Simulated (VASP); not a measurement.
# SbC2 (P4_2/nmc) in VASP: a series of runs

The runs below take SbC2 through single point, relaxation of cell and atoms, with PBE.

All numbers are computed with VASP 6.6.1; they aren't measurements. Logs are shortened: lines on timing, memory, paths and dates and some standing lists are left out, and cuts for length are marked.

## 1. The cell of the first run

It takes space group P4_2/nmc (No. 137, tetragonal). The conventional cell has a = 3.996 Å, b = 3.996 Å, c = 5.753 Å, α = 90.00°, β = 90.00°, γ = 90.00°. Within 3.1 Å of Sb (site symmetry -4m2) lie 8 C at 2.31 to 2.63 Å. Within 3.1 Å of C (site symmetry 2mm) lie 4 Sb at 2.31 to 2.63 Å and 6 C at 2.88 Å.

## 2. Single point, PBE

The input, INCAR:

```
ALGO     = Normal         # electronic algorithm
EDIFF    = 1E-6           # SCF threshold, eV
ENCUT    = 520            # plane-wave cutoff, eV
GGA      = PE             # functional
ISIF     = 2              # what is computed and relaxed
ISMEAR   = 0              # smearing method
LASPH    = T              # aspherical terms in the spheres
LCHARG   = F              # write CHGCAR
LREAL    = F              # projectors in reciprocal space
LWAVE    = F              # write WAVECAR
NBANDS   = 22             # bands
NELM     = 80             # most SCF steps
PREC     = Accurate       # precision mode
SIGMA    = 0.1            # smearing width, eV
```

The input, KPOINTS:

```
k-points
0
Gamma
  4 4 4
```

The input, POSCAR:

```
SbC2
1.0
    3.9962005298      0.0000000000      0.0000000000
    0.0000000000      3.9962005298      0.0000000000
    0.0000000000      0.0000000000      5.7529907797
Sb C
2 4
Direct
    0.0000000000      0.0000000000      0.0000000000
    0.5000000000      0.5000000000      0.5000000000
    0.0000000000      0.5000000000      0.2030000000
    0.0000000000      0.5000000000      0.7030000000
    0.5000000000      0.0000000000      0.2970000000
    0.5000000000      0.0000000000      0.7970000000
```

Potentials or basis: VASP PAW PBE potentials, release 64 (Sb, C).

Launch:

```bash
> cat potpaw_PBE.64/Sb/POTCAR potpaw_PBE.64/C/POTCAR > POTCAR
> mpirun -np 1 vasp_std > vasp.out
```

OUTCAR:

```text
EDIFF = 1E-6
   ENCUT = 520
   GGA = PE
   ISIF = 2
   ISMEAR = 0
   LASPH = T
   LREAL = F
   NELM = 80
   PREC = Accurate

 ion  position               nearest neighbor table
   1  0.000  0.000  0.000-   3 2.31   6 2.31   3 2.31   6 2.31   5 2.63   4 2.63   5 2.63   4 2.63

   2  0.500  0.500  0.500-   4 2.31   5 2.31   5 2.31   4 2.31   3 2.63   6 2.63   3 2.63   6 2.63

   3  0.000  0.500  0.203-   1 2.31   1 2.31   2 2.63   2 2.63
   4  0.000  0.500  0.703-   2 2.31   2 2.31   1 2.63   1 2.63
   5  0.500  0.000  0.297-   2 2.31   2 2.31   1 2.63   1 2.63
   6  0.500  0.000  0.797-   1 2.31   1 2.31   2 2.63   2 2.63

  LATTYP: Found a simple tetragonal cell.
 ALAT       =     3.9962005298
 C/A-ratio  =     1.4396151386

  Lattice vectors:

 A1 = (   3.9962005298,   0.0000000000,   0.0000000000)
 A2 = (   0.0000000000,   3.9962005298,   0.0000000000)
 A3 = (   0.0000000000,   0.0000000000,   5.7529907797)

Analysis of symmetry for initial positions (statically):
=====================================================================
 Subroutine PRICEL returns:
 Original cell was already a primitive cell.

 Routine SETGRP: Setting up the symmetry group for a
 simple tetragonal supercell.

 Subroutine GETGRP returns: Found 16 space group operations
 (whereof  8 operations were pure point group operations)
 out of a pool of 16 trial point group operations.

The static configuration has the point symmetry D_2d.
 The point group associated with its full space group is D_4h.

Analysis of symmetry for dynamics (positions and initial velocities):
=====================================================================
 Subroutine PRICEL returns:
 Original cell was already a primitive cell.

 Routine SETGRP: Setting up the symmetry group for a
 simple tetragonal supercell.

 Subroutine GETGRP returns: Found 16 space group operations
 (whereof  8 operations were pure point group operations)
 out of a pool of 16 trial point group operations.

The dynamic configuration has the point symmetry D_2d.
 The point group associated with its full space group is D_4h.

 Subroutine INISYM returns: Found 16 space group operations
 (whereof  8 operations are pure point group operations),
 and found     1 'primitive' translations

----------------------------------------------------------------------------------------

                                     Primitive cell

  volume of cell :      91.8731

  direct lattice vectors                    reciprocal lattice vectors
     3.996200530  0.000000000  0.000000000     0.250237693  0.000000000  0.000000000
     0.000000000  3.996200530  0.000000000     0.000000000  0.250237693  0.000000000
     0.000000000  0.000000000  5.752990780     0.000000000  0.000000000  0.173822632

  length of vectors
     3.996200530  3.996200530  5.752990780     0.250237693  0.250237693  0.173822632

  position of ions in fractional coordinates (direct lattice)
     0.000000000  0.000000000  0.000000000
     0.500000000  0.500000000  0.500000000
     0.000000000  0.500000000  0.203000000
     0.000000000  0.500000000  0.703000000
     0.500000000  0.000000000  0.297000000
     0.500000000  0.000000000  0.797000000

  ion indices of the primitive-cell ions
   primitive index   ion index
                 1           1
                 2           2
                 3           3
                 4           4
                 5           5
                 6           6

----------------------------------------------------------------------------------------

 KPOINTS: k-points

Automatic generation of k-mesh.
 Grid dimensions read from file:
 generate k-points for:    4    4    4

 Generating k-lattice:

  Cartesian coordinates                     Fractional coordinates (reciprocal lattice)
     0.062559423  0.000000000  0.000000000     0.250000000  0.000000000  0.000000000
     0.000000000  0.062559423  0.000000000     0.000000000  0.250000000  0.000000000
     0.000000000  0.000000000  0.043455658     0.000000000  0.000000000  0.250000000

  Length of vectors
     0.062559423  0.062559423  0.043455658

  Shift w.r.t. Gamma in fractional coordinates (k-lattice)
     0.000000000  0.000000000  0.000000000

 Subroutine IBZKPT returns following result:
 ===========================================

 Found     18 irreducible k-points:

 Following reciprocal coordinates:
            Coordinates               Weight
  0.000000  0.000000  0.000000      1.000000
  0.250000  0.000000  0.000000      4.000000
  0.500000  0.000000  0.000000      2.000000
  0.250000  0.250000  0.000000      4.000000
  0.500000  0.250000  0.000000      4.000000
  0.500000  0.500000  0.000000      1.000000
[... 10 lines left out ...]
  0.500000  0.250000  0.500000      4.000000
  0.500000  0.500000  0.500000      1.000000
   k-points           NKPTS =     18   k-points in BZ     NKDIM =     18   number of bands    NBANDS=     22
   number of dos      NEDOS =    301   number of ions     NIONS =      6
   total plane-waves  NPLWV =  43200
   dimension x,y,z NGX =    30 NGY =   30 NGZ =   48
   dimension x,y,z NGXF=    60 NGYF=   60 NGZF=   96
   ions per type =               2   4
   NGX,Y,Z   is equivalent  to a cutoff of  12.48, 12.48, 13.87 a.u.
   NGXF,Y,Z  is equivalent  to a cutoff of  24.96, 24.96, 27.74 a.u.
 SYSTEM =  unknown system
   PREC   = accura    normal or accurate (medium, high low for compatibility)
   ISTART =      0    job   : 0-new  1-cont  2-samecut
   ICHARG =      2    charge: 1-file 2-atom 10-const
   ISPIN  =      1    spin polarized calculation?
   LNONCOLLINEAR =      F non collinear calculations
   LSORBIT =      F    spin-orbit coupling
   LASPH  =      T    aspherical Exc in radial PAW
   ENCUT  =  520.0 eV  38.22 Ry    6.18 a.u.   7.43  7.43 10.70*2*pi/ulx,y,z
   NELM   =     80;   NELMIN=  2; NELMDL= -5     # of ELM steps
   EDIFF  = 0.1E-05   stopping-criterion for ELM
   LREAL  =      F    real-space projection
   EDIFFG = 0.1E-04   stopping-criterion for IOM
   NSW    =      0    number of steps for IOM
   IBRION =     -1    ionic relax: 0-MD 1-quasi-New 2-CG
   NFREE  =      0    steps in history (QN), initial steepest desc. (CG)
   ISIF   =      2    stress and relaxation
   ISYM   =      2    0-nonsym 1-usesym 2-fastsym
   POTIM  = 0.5000    time-step for ionic-motion
   TEBEG  =    0.0;   TEEND  =   0.0 temperature during run
   PSTRESS=    0.0 pullay stress
   NELECT =      26.0000    total number of electrons
   NUPDOWN=      -1.0000    fix difference up-down
   EMIN   =  10.00;   EMAX   =-10.00  energy-range for DOS
   EFERMI =   0.00;   METHOD = LEGACY
   ISMEAR =     0;   SIGMA  =   0.10  broadening in eV -4-tet -1-fermi 0-gaus
   EFERMI_NEDOS =   21; number of points for ismear=-14 and -15
   IALGO  =     38    algorithm
   IMIX   =      4    mixing-type and parameters
     AMIX     =   0.40;   BMIX     =  1.00
     AMIX_MAG =   1.60;   BMIX_MAG =  1.00
  volume/ion in A,a.u.               =      15.31       103.33
  Fermi-wavevector in a.u.,A,eV,Ry     =   1.074822  2.031119 15.718026  1.155242
  Thomas-Fermi vector in A             =   2.210661
   LORBIT       =      0    0 simple, 1 ext, 2 COOP (PROOUT), +10 PAW based schemes
   GGA     = PE    functional components
   LHFCALC =     F    Hartree Fock is set to
   AEXX    =    0.0000 exact exchange contribution
   IVDW    =     0    specifies the selected vdW correction
   LEPSILON=     F    determine dielectric tensor
   LRPA    =     F    only Hartree local field effects (RPA)
 non-spin polarized calculation
 Gauss-broadening in eV      SIGMA  =   0.10
  energy-cutoff  :      520.00
  volume of cell :       91.87
 maximum number of plane-waves:      2518
 NGX is ok and might be reduce to    30
   NGX = 15   NGY = 15   NGZ = 21

 number of electron      26.0000001 magnetization

 Free energy of the ion-electron system (eV)
  ---------------------------------------------------
  ext. energy  EPLUGINS =         0.00000000
  ---------------------------------------------------
  free energy    TOTEN  =       -28.97212506 eV

  energy without entropy =      -28.94829881  energy(sigma->0) =      -28.96021194

 E-fermi :   6.3182     XC(G=0): -10.3630

 val. band max:        6.2605435998   @ k =   0.2500   0.2500   0.0000
 cond. band min:       6.3304583526   @ k =   0.2500   0.0000   0.2500
 fundamental gap:      0.0699147529
 Fermi energy:         6.3182430673

 k-point     1 :       0.0000    0.0000    0.0000
  band No.  band energies     occupation
      1      -8.1412      2.00000
      2      -4.5853      2.00000
      3      -4.3551      2.00000
      4      -2.2561      2.00000
      5       0.0118      2.00000
      6       1.3295      2.00000
[... 14 lines left out ...]
     21      10.8029      0.00000
     22      11.8419      0.00000

 k-point     2 :       0.2500    0.0000    0.0000
  band No.  band energies     occupation
      1      -7.6431      2.00000
      2      -4.4860      2.00000
      3      -4.1604      2.00000
      4      -3.1023      2.00000
      5      -0.7956      2.00000
      6       1.3028      2.00000
[... 14 lines left out ...]
     21      10.7427      0.00000
     22      13.0536      0.00000

 k-point     3 :       0.5000    0.0000    0.0000
  band No.  band energies     occupation
      1      -6.2193      2.00000
      2      -6.2193      2.00000
      3      -3.1821      2.00000
      4      -3.1821      2.00000
      5      -1.0687      2.00000
      6      -1.0687      2.00000
[... 14 lines left out ...]
     21      12.3252      0.00000
     22      12.3252      0.00000

 k-point     4 :       0.2500    0.2500    0.0000
  band No.  band energies     occupation
      1      -7.1466      2.00000
      2      -4.0285      2.00000
      3      -3.8131      2.00000
      4      -3.7578      2.00000
      5      -1.4786      2.00000
      6       0.2451      2.00000
[... 14 lines left out ...]
     21      11.6886      0.00000
     22      11.9047      0.00000

 k-point     5 :       0.5000    0.2500    0.0000
  band No.  band energies     occupation
      1      -5.7310      2.00000
      2      -5.7310      2.00000
      3      -2.9635      2.00000
      4      -2.9635      2.00000
      5      -1.9204      2.00000
      6      -1.9204      2.00000
[... 14 lines left out ...]
     21      12.7624      0.00000
     22      12.7624      0.00000

 k-point     6 :       0.5000    0.5000    0.0000
  band No.  band energies     occupation
      1      -4.7026      2.00000
      2      -4.7026      2.00000
      3      -3.6807      2.00000
      4      -3.6807      2.00000
      5      -2.4752      2.00000
      6      -2.4752      2.00000
[... 14 lines left out ...]
     21      14.1109      0.00000
     22      14.1120      0.00000

 k-point     7 :       0.0000    0.0000    0.2500
  band No.  band energies     occupation
      1      -7.8999      2.00000
      2      -6.0188      2.00000
      3      -2.8098      2.00000
      4      -2.1589      2.00000
      5      -0.0082      2.00000
      6       1.5652      2.00000
[... 174 lines left out ...]
      6       1.1356      2.00000
[... 14 lines left out ...]
     21      11.8762      0.00000
     22      13.1443      0.00000

 k-point    15 :       0.5000    0.0000    0.5000
  band No.  band energies     occupation
      1      -5.8263      2.00000
      2      -5.8263      2.00000
      3      -4.4174      2.00000
      4      -4.4174      2.00000
      5       0.5365      2.00000
      6       0.5365      2.00000
[... 14 lines left out ...]
     21      12.5786      0.00000
     22      12.5786      0.00000

 k-point    16 :       0.2500    0.2500    0.5000
  band No.  band energies     occupation
      1      -6.2453      2.00000
      2      -6.2453      2.00000
      3      -3.1203      2.00000
      4      -3.1203      2.00000
      5      -1.0289      2.00000
      6      -1.0289      2.00000
[... 14 lines left out ...]
     21      12.9304      0.00000
     22      12.9304      0.00000

 k-point    17 :       0.5000    0.2500    0.5000
  band No.  band energies     occupation
      1      -5.3003      2.00000
      2      -5.3003      2.00000
      3      -4.1695      2.00000
      4      -4.1695      2.00000
      5      -1.3291      2.00000
      6      -1.3291      2.00000
[... 14 lines left out ...]
     21      13.5118      0.00000
     22      13.5118      0.00000

 k-point    18 :       0.5000    0.5000    0.5000
  band No.  band energies     occupation
      1      -3.8690      2.00000
      2      -3.8690      2.00000
      3      -3.8690      2.00000
      4      -3.8690      2.00000
      5      -3.6093      2.00000
      6      -3.6093      2.00000
[... 14 lines left out ...]
     21      13.5853      0.00000
     22      13.5853      0.00000

------------------------ aborting loop because EDIFF is reached ----------------------------------------

  FORCE on cell =-STRESS in cart. coord.  units (eV):
  Direction    XX          YY          ZZ          XY          YZ          ZX
  --------------------------------------------------------------------------------------
  -------------------------------------------------------------------------------------
  Total       -4.8423332     -4.8423332     -5.9455288      0.0000000      0.0000000      0.0000000
  in kB      -84.4455996    -84.4455996   -103.6842637      0.0000000      0.0000000      0.0000000
  external PRESSURE =     -90.8584876 kB  Pullay stress =       0.0000000 kB

 VOLUME and BASIS-vectors are now :
 -----------------------------------------------------------------------------
  energy-cutoff  :      520.00
  volume of cell :       91.87
      direct lattice vectors                 reciprocal lattice vectors
     3.996200530  0.000000000  0.000000000     0.250237693  0.000000000  0.000000000
     0.000000000  3.996200530  0.000000000     0.000000000  0.250237693  0.000000000
     0.000000000  0.000000000  5.752990780     0.000000000  0.000000000  0.173822632

 POSITION                                       TOTAL-FORCE (eV/Angst)
 -----------------------------------------------------------------------------------
      0.00000      0.00000      0.00000         0.000000     -0.000000     -0.000000
      1.99810      1.99810      2.87650         0.000000      0.000000     -0.000000
      0.00000      1.99810      1.16786         0.000000      0.000000      0.357495
      0.00000      1.99810      4.04435        -0.000000      0.000000      0.357495
      1.99810      0.00000      1.70864         0.000000     -0.000000     -0.357495
      1.99810      0.00000      4.58513         0.000000     -0.000000     -0.357495
 -----------------------------------------------------------------------------------
    total drift:                                0.000000     -0.000000      0.000000

  FREE ENERGIE OF THE ION-ELECTRON SYSTEM (eV)
  ---------------------------------------------------
  free  energy   TOTEN  =       -28.9721250616 eV

  energy  without entropy=      -28.9482988088  energy(sigma->0) =      -28.96021194
```

Run time: 25 s. Hardware: 1 thread of Intel Xeon 6975P-C (Granite Rapids), shared host; peak memory 0.2 GiB.

Results:

* Free energy: -28.9721 eV
* Pressure: -9.1 GPa
* Largest force: 0.357 eV/Å
* Band gap on the k mesh: zero (band 13 reaches 7.73 eV, above the bottom of band 14 at 5.44 eV)

Forces on the atoms (eV/Å):
```
Sb   0.000  0.000  0.000
Sb   0.000  0.000  0.000
C    0.000  0.000  0.357
C    0.000  0.000  0.357
C    0.000  0.000 -0.357
C    0.000  0.000 -0.357
```

Caveat: the k points lie up to 0.39 Å⁻¹ apart; spin-orbit coupling is left out, which moves the levels of the heavy elements.

## 3. Relaxation of cell and atoms, PBE

The input, INCAR:

```
PREC = Accurate ; ENCUT = 600
EDIFF = 1E-7 ; ISMEAR = 0
SIGMA = 0.1 ; LREAL = F
LASPH = T ; NELM = 60
ALGO = Normal ; ISIF = 3
LWAVE = F ; LCHARG = F
GGA = PE ; IBRION = 2
NSW = 90 ; EDIFFG = -0.04
```

The input, KPOINTS:

```
Automatic mesh
0
Gamma
  4 4 4
```

POSCAR is that of step 2.

Potentials or basis: VASP PAW PBE potentials, release 64 (Sb, C).

Launch:

```bash
> cat potpaw_PBE.64/Sb/POTCAR potpaw_PBE.64/C/POTCAR > POTCAR
> mpirun -np 1 vasp_std > vasp.out
```

It took 9.1 min on 1 thread of Intel Xeon 6975P-C (Granite Rapids), shared host; peak memory 0.25 GiB.

It converged, with:

| Property | Result |
| --- | --- |
| Free energy | -36.4308 eV |
| Relaxed volume | 15.19 Å³/atom |
| Relaxed cell | a = 5.875 Å, b = 5.875 Å, c = 2.641 Å, α = 90.00°, β = 90.00°, γ = 90.00° |
| Space group after relaxing (to 0.05 Å) | P4_2/nmc (No. 137) |
| Energy gained by relaxing | 1243.0 meV/atom |
| Ionic steps | 35 |
| Pressure after relaxing | 0.0 GPa |
| Largest force after relaxing | 0.003 eV/Å |
| Band gap on the k mesh | zero (band 13 reaches 8.11 eV, above the bottom of band 14 at 5.06 eV) |

Forces on the atoms (eV/Å):
```
Sb   0.000  0.000  0.000
Sb   0.000  0.000  0.000
C    0.000  0.000 -0.003
C    0.000  0.000 -0.003
C    0.000  0.000  0.003
C    0.000  0.000  0.003
```

Stress tensor (GPa, compression positive):
```
 0.08  0.00  0.00
 0.00  0.08  0.00
 0.00  0.00 -0.21
```

The path:
| step | energy change (eV) | largest force (eV/Å) | pressure (GPa) | volume (Å³) |
| --- | --- | --- | --- | --- |
| 1 | 0.0000 | 0.3571 | -9.15 | 91.87 |
| 2 | -0.2915 | 0.4615 | 2.91 | 80.73 |
| 3 | -0.3049 | 0.4481 | 0.87 | 82.42 |
| 4 | -0.3051 | 0.4453 | 0.54 | 82.66 |
| 5 | -0.3597 | 0.5868 | 0.73 | 82.55 |
| 6 | -0.5535 | 0.4845 | 0.23 | 82.18 |
| 7 | -0.7717 | 0.0931 | -0.07 | 81.32 |
| 8 | -0.7881 | 0.0451 | -0.34 | 81.05 |
| 9 | -0.7919 | 0.2514 | -0.19 | 80.49 |
| 10 | -0.8524 | 0.3027 | -0.48 | 79.95 |
| 11 | -1.4084 | 0.3984 | -2.39 | 77.49 |
| 12 | -2.7863 | 0.2642 | 12.55 | 68.53 |
| 13 | 596.2948 | 0.0009 | 2903.46 | 31.77 |
| 14 | -2.8501 | 0.2021 | 14.37 | 68.14 |
| 15 | 13.1192 | 0.0013 | 248.46 | 53.25 |
| 16 | -3.3116 | 0.2081 | 19.62 | 66.79 |
| 17 | -2.2879 | 0.0631 | 79.71 | 60.05 |
| 18 | -3.3357 | 0.2137 | 32.31 | 64.45 |
| 19 | -3.3150 | 0.2128 | 34.79 | 63.87 |
| 20 | -3.3883 | 0.0665 | 50.60 | 62.02 |
| 21 | -3.0369 | 0.0727 | 65.11 | 61.05 |
| 22 | -3.6180 | 0.0673 | 55.51 | 62.57 |
| 23 | -4.8440 | 0.0520 | 29.92 | 67.30 |
| 24 | -5.3840 | 0.0346 | -3.48 | 77.46 |
| 25 | -5.4443 | 0.0260 | 1.81 | 75.15 |
| 26 | -5.7471 | 0.0314 | 0.97 | 76.47 |
| 27 | -6.0944 | 0.0246 | 0.22 | 78.86 |
| 28 | -6.5940 | 0.0066 | -0.09 | 83.60 |
| 29 | -7.3769 | 0.0003 | 3.27 | 92.80 |
| 30 | -7.4503 | 0.0038 | 0.60 | 90.07 |
| 31 | -7.4547 | 0.0028 | 1.22 | 90.82 |
| 32 | -7.4560 | 0.0032 | 0.96 | 90.52 |
| 33 | -7.4575 | 0.0032 | 0.05 | 91.00 |
| 34 | -7.4575 | 0.0032 | 0.01 | 91.01 |
| 35 | -7.4577 | 0.0031 | -0.01 | 91.16 |

Final structure:
```
Sb C
1.0
     5.87473    0.00000    0.00000
     0.00000    5.87473    0.00000
     0.00000    0.00000    2.64128
Sb C
2 4
Direct
  0.00000 0.00000 0.00000
  0.50000 0.50000 0.50000
  0.00000 0.50000 0.15917
  0.00000 0.50000 0.65917
  0.50000 0.00000 0.34083
  0.50000 0.00000 0.84083
```

Levels at points of the mesh, in eV from the Fermi level:
| k point | band 12 | band 13 | band 14 | band 15 | band 16 | band 17 |
| --- | --- | --- | --- | --- | --- | --- |
| (0.00, 0.00, 0.00) | 0.10 | 0.16 | 0.16 | 3.04 | 6.10 | 6.54 |
| (0.50, 0.00, 0.00) | -2.11 | -0.08 | -0.08 | 6.25 | 6.25 | 6.40 |
| (0.50, 0.50, 0.00) | -2.95 | -1.61 | -1.61 | 6.51 | 6.51 | 6.78 |
| (0.00, 0.00, 0.50) | -2.35 | -0.93 | -0.93 | -0.92 | -0.92 | 4.42 |
| (0.50, 0.00, 0.50) | -1.18 | -0.47 | -0.47 | -0.20 | -0.20 | 1.81 |
| (0.50, 0.50, 0.50) | -0.61 | -0.17 | -0.17 | 0.31 | 0.31 | 1.44 |

Caveat: the k points lie up to 0.59 Å⁻¹ apart in the final cell; spin-orbit coupling is left out, which moves the levels of the heavy elements; this functional lacks dispersion, which binds the layers, so the pressure and a relaxed spacing across them are unreliable.
